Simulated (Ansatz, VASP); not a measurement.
## Si2Ni: VASP beside Ansatz

```
CELL_PARAMETERS angstrom
0.00000 2.70300 2.70300
2.70300 0.00000 2.70300
2.70300 2.70300 0.00000
ATOMIC_POSITIONS crystal
Ni 0.00000 0.00000 0.00000
Si 0.75000 0.75000 0.75000
Si 0.25000 0.25000 0.25000
```

Alike in both runs: task relaxation of cell and atoms; functional revPBE; dispersion D3(BJ); k mesh 9 × 9 × 9; occupations fermi-dirac, width 0.05 eV; collinear spin.

|  | VASP | Ansatz |
| --- | --- | --- |
| version | VASP 6.6.1 | Ansatz 0.2.0 |
| potentials or method | VASP PAW PBE potentials, release 64 (Ni, Si) | Ansatz PAW |
| plane-wave cutoff (eV) | 600 | 420 |
| valence electrons in the cell | 18 | 26 |

VASP gave:

* net moment per atom (μB): 0.00
* relaxed volume (Å³/atom): 12.70
* relaxed cell length with the largest relative difference (Å): 3.777

Q: Which values does Ansatz return?

A: net moment per atom (μB): 0.00; relaxed volume (Å³/atom): 12.72; relaxed cell length with the largest relative difference (Å): 3.779.

VASP's potentials were made for PBE, not for revPBE. VASP's potentials hold 18 valence electrons a cell and Ansatz's 26, so a difference there can come from the potentials and not from the codes.

Noted on Ansatz's run: the plane-wave basis is chosen anew once the cell has moved, so the energies of steps on either side of that aren't comparable.
